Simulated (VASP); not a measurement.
# CNH5 in VASP: a series of runs

The runs below take CNH5 through single point, relaxation of the atoms, with PBE+D3(BJ).

All numbers are computed with VASP 6.6.1; they aren't measurements. Logs are shortened: lines on timing, memory, paths and dates and some standing lists are left out, and cuts for length are marked.

## (1) The cell of the first run

The cell holds a molecule in a box, 7 atoms: a = 14.000 Å, b = 14.500 Å, c = 15.000 Å, α = 90.00°, β = 90.00°, γ = 90.00°.

## (2) Single point, PBE+D3(BJ)

File INCAR:

```
SYSTEM = H5CN
ALGO = Normal
EDIFF = 1E-6
ENCUT = 520
GGA = PE
ISIF = 2
ISMEAR = 0
ISYM = 0
IVDW = 12
LASPH = .TRUE.
LCHARG = .FALSE.
LREAL = .FALSE.
LWAVE = .FALSE.
NBANDS = 16
NELM = 80
PREC = Accurate
SIGMA = 0.005
```

File KPOINTS:

```
k-points
0
G
  1 1 1
  0 0 0
```

File POSCAR:

```
H5CN
1.0
   14.0000000000      0.0000000000      0.0000000000
    0.0000000000     14.5000000000      0.0000000000
    0.0000000000      0.0000000000     15.0000000000
C N H
1 1 5
Direct
    0.4510515251      0.5042436708      0.4836884280
    0.5525820116      0.4898908813      0.4639460683
    0.4083393940      0.4550029106      0.4449012684
    0.4301409239      0.5736678831      0.4619096564
    0.4307127046      0.4968534356      0.5545551046
    0.5732614990      0.4255564475      0.4836670294
    0.5934213180      0.5350840650      0.4995538466
```

Potentials or basis: VASP PAW PBE potentials, release 64 (C, N, H).

Launch:

```console
$ cat potpaw_PBE.64/C/POTCAR potpaw_PBE.64/N/POTCAR potpaw_PBE.64/H/POTCAR > POTCAR
$ mpirun -np 1 vasp_gam > vasp.out
```

OUTCAR:

```text
SYSTEM = H5CN
   EDIFF = 1E-6
   ENCUT = 520
   GGA = PE
   ISIF = 2
   ISMEAR = 0
   ISYM = 0
   IVDW = 12
   LASPH = .TRUE.
   LREAL = .FALSE.
   NELM = 80
   PREC = Accurate
 IVDW          = 12

 ion  position               nearest neighbor table
   1  0.451  0.504  0.484-   4 1.10   3 1.10   5 1.11   2 1.47
   2  0.553  0.490  0.464-   6 1.02   7 1.02   1 1.47
   3  0.408  0.455  0.445-   1 1.10
   4  0.430  0.574  0.462-   1 1.10
   5  0.431  0.497  0.555-   1 1.11
   6  0.573  0.426  0.484-   2 1.02
   7  0.593  0.535  0.500-   2 1.02

IMPORTANT INFORMATION: All symmetrisations will be switched off!
NOSYMM: (Re-)initialisation of all symmetry stuff for point group C_1.

----------------------------------------------------------------------------------------

                                     Primitive cell

  volume of cell :    3045.0000

  direct lattice vectors                    reciprocal lattice vectors
    14.000000000  0.000000000  0.000000000     0.071428571  0.000000000  0.000000000
     0.000000000 14.500000000  0.000000000     0.000000000  0.068965517  0.000000000
     0.000000000  0.000000000 15.000000000     0.000000000  0.000000000  0.066666667

  length of vectors
    14.000000000 14.500000000 15.000000000     0.071428571  0.068965517  0.066666667

  position of ions in fractional coordinates (direct lattice)
     0.451051525  0.504243671  0.483688428
     0.552582012  0.489890881  0.463946068
     0.408339394  0.455002911  0.444901268
     0.430140924  0.573667883  0.461909656
     0.430712705  0.496853436  0.554555105
     0.573261499  0.425556447  0.483667029
     0.593421318  0.535084065  0.499553847

  ion indices of the primitive-cell ions
   primitive index   ion index
                 1           1
                 2           2
                 3           3
                 4           4
                 5           5
                 6           6
                 7           7

----------------------------------------------------------------------------------------

 KPOINTS: k-points

Automatic generation of k-mesh.
 Grid dimensions read from file:
 generate k-points for:    1    1    1

 Generating k-lattice:

  Cartesian coordinates                     Fractional coordinates (reciprocal lattice)
     0.071428571  0.000000000  0.000000000     1.000000000  0.000000000  0.000000000
     0.000000000  0.068965517  0.000000000     0.000000000  1.000000000  0.000000000
     0.000000000  0.000000000  0.066666667     0.000000000  0.000000000  1.000000000

  Length of vectors
     0.071428571  0.068965517  0.066666667

  Shift w.r.t. Gamma in fractional coordinates (k-lattice)
     0.000000000  0.000000000  0.000000000

 Subroutine IBZKPT returns following result:
 ===========================================

 Found      1 irreducible k-points:

 Following reciprocal coordinates:
            Coordinates               Weight
  0.000000  0.000000  0.000000      1.000000
   k-points           NKPTS =      1   k-points in BZ     NKDIM =      1   number of bands    NBANDS=     16
   number of dos      NEDOS =    301   number of ions     NIONS =      7
   total plane-waves  NPLWV = ******
   dimension x,y,z NGX =   108 NGY =  108 NGZ =  112
   dimension x,y,z NGXF=   216 NGYF=  216 NGZF=  224
   ions per type =               1   1   5
   NGX,Y,Z   is equivalent  to a cutoff of  12.82, 12.38, 12.41 a.u.
   NGXF,Y,Z  is equivalent  to a cutoff of  25.65, 24.76, 24.83 a.u.
 SYSTEM =  H5CN
   PREC   = accura    normal or accurate (medium, high low for compatibility)
   ISTART =      0    job   : 0-new  1-cont  2-samecut
   ICHARG =      2    charge: 1-file 2-atom 10-const
   ISPIN  =      1    spin polarized calculation?
   LNONCOLLINEAR =      F non collinear calculations
   LSORBIT =      F    spin-orbit coupling
   LASPH  =      T    aspherical Exc in radial PAW
   ENCUT  =  520.0 eV  38.22 Ry    6.18 a.u.  26.03 26.96 27.89*2*pi/ulx,y,z
   NELM   =     80;   NELMIN=  2; NELMDL= -5     # of ELM steps
   EDIFF  = 0.1E-05   stopping-criterion for ELM
   LREAL  =      F    real-space projection
   EDIFFG = 0.1E-04   stopping-criterion for IOM
   NSW    =      0    number of steps for IOM
   IBRION =     -1    ionic relax: 0-MD 1-quasi-New 2-CG
   NFREE  =      0    steps in history (QN), initial steepest desc. (CG)
   ISIF   =      2    stress and relaxation
   ISYM   =      0    0-nonsym 1-usesym 2-fastsym
   POTIM  = 0.5000    time-step for ionic-motion
   TEBEG  =    0.0;   TEEND  =   0.0 temperature during run
   PSTRESS=    0.0 pullay stress
   NELECT =      14.0000    total number of electrons
   NUPDOWN=      -1.0000    fix difference up-down
   EMIN   =  10.00;   EMAX   =-10.00  energy-range for DOS
   EFERMI =   0.00;   METHOD = LEGACY
   ISMEAR =     0;   SIGMA  =   0.01  broadening in eV -4-tet -1-fermi 0-gaus
   EFERMI_NEDOS =   21; number of points for ismear=-14 and -15
   IALGO  =     38    algorithm
   IMIX   =      4    mixing-type and parameters
     AMIX     =   0.40;   BMIX     =  1.00
     AMIX_MAG =   1.60;   BMIX_MAG =  1.00
  volume/ion in A,a.u.               =     435.00      2935.52
  Fermi-wavevector in a.u.,A,eV,Ry     =   0.272221  0.514423  1.008250  0.074104
  Thomas-Fermi vector in A             =   1.112538
   LORBIT       =      0    0 simple, 1 ext, 2 COOP (PROOUT), +10 PAW based schemes
   GGA     = PE    functional components
   LHFCALC =     F    Hartree Fock is set to
   AEXX    =    0.0000 exact exchange contribution
   IVDW    =    12    specifies the selected vdW correction
   LEPSILON=     F    determine dielectric tensor
   LRPA    =     F    only Hartree local field effects (RPA)
 non-spin polarized calculation
 Gauss-broadening in eV      SIGMA  =   0.01
  energy-cutoff  :      520.00
  volume of cell :     3045.00
 maximum number of plane-waves:     40942
 NGX is ok and might be reduce to   108
   NGX = 53   NGY = 53   NGZ = 55

 number of electron      14.0000000 magnetization

 Free energy of the ion-electron system (eV)
  ---------------------------------------------------
  ext. energy  EPLUGINS =         0.00000000
  ---------------------------------------------------
  free energy    TOTEN  =       -35.67452713 eV

  energy without entropy =      -35.67452713  energy(sigma->0) =      -35.67452713

 E-fermi :  -5.2858     XC(G=0):  -0.3317

 val. band max:       -5.3603494602   @ k =   0.0000   0.0000   0.0000
 cond. band min:      -0.5901128026   @ k =   0.0000   0.0000   0.0000
 fundamental gap:      4.7702366576
 Fermi energy:        -5.2857600434

 k-point     1 :       0.0000    0.0000    0.0000
  band No.  band energies     occupation
      1     -21.6489      2.00000
      2     -16.1080      2.00000
      3     -11.8762      2.00000
      4     -10.6474      2.00000
      5      -9.6419      2.00000
      6      -8.7117      2.00000
[... 8 lines left out ...]
     15       1.0063      0.00000
     16       1.0488      0.00000

------------------------ aborting loop because EDIFF is reached ----------------------------------------

 Edisp (eV)   -0.07251

 E8    (eV) :    -0.0187

  FORCE on cell =-STRESS in cart. coord.  units (eV):
  Direction    XX          YY          ZZ          XY          YZ          ZX
  --------------------------------------------------------------------------------------
  -------------------------------------------------------------------------------------
  Total      -0.01670    -0.04548    -0.08022    -0.00625     0.00512    -0.00699
  in kB      -0.00879    -0.02393    -0.04221    -0.00329     0.00269    -0.00368
  external pressure =       -0.02 kB  Pullay stress =        0.00 kB

 VOLUME and BASIS-vectors are now :
 -----------------------------------------------------------------------------
  energy-cutoff  :      520.00
  volume of cell :     3045.00
      direct lattice vectors                 reciprocal lattice vectors
    14.000000000  0.000000000  0.000000000     0.071428571  0.000000000  0.000000000
     0.000000000 14.500000000  0.000000000     0.000000000  0.068965517  0.000000000
     0.000000000  0.000000000 15.000000000     0.000000000  0.000000000  0.066666667

 POSITION                                       TOTAL-FORCE (eV/Angst)
 -----------------------------------------------------------------------------------
      6.31472      7.31153      7.25533        -0.011770      0.003681     -0.013233
      7.73615      7.10342      6.95919         0.038681     -0.013692      0.044698
      5.71675      6.59754      6.67352        -0.013640     -0.013222     -0.011596
      6.02197      8.31818      6.92864        -0.008929      0.021202     -0.006300
      6.02998      7.20437      8.31833        -0.009398     -0.002244      0.026708
      8.02566      6.17057      7.25501         0.001875     -0.004097     -0.020504
      8.30790      7.75872      7.49331         0.003182      0.008372     -0.019773
 -----------------------------------------------------------------------------------
    total drift:                                0.000098     -0.000109     -0.000015

  FREE ENERGIE OF THE ION-ELECTRON SYSTEM (eV)
  ---------------------------------------------------
  free  energy   TOTEN  =       -35.7470366970 eV

  energy  without entropy=      -35.7470366970  energy(sigma->0) =      -35.74703670
```

Wall time 4.7 min (1 thread of Intel Xeon 6975P-C, shared host); peak memory 1.9 GiB.

Results:

```yaml
Free_energy: -35.7470 eV
Largest_force: 0.061 eV/Å
Gap_between_the_frontier_levels: 4.77 eV
Dispersion_energy_per_atom: -0.010 eV
```

Forces on the atoms (eV/Å):
```
C   -0.012  0.004 -0.013
N    0.039 -0.014  0.045
H   -0.014 -0.013 -0.012
H   -0.009  0.021 -0.006
H   -0.009 -0.002  0.027
H    0.002 -0.004 -0.021
H    0.003  0.008 -0.020
```

Levels at points of the mesh, in eV from the valence-band top:
| k point | band 3 | band 4 | band 5 | band 6 | band 7 | band 8 | band 9 | band 10 | band 11 | band 12 |
| --- | --- | --- | --- | --- | --- | --- | --- | --- | --- | --- |
| (0.00, 0.00, 0.00) | -6.52 | -5.29 | -4.28 | -3.35 | 0.00 | 4.77 | 5.43 | 5.64 | 5.69 | 5.79 |

[end of part 1 of 2]
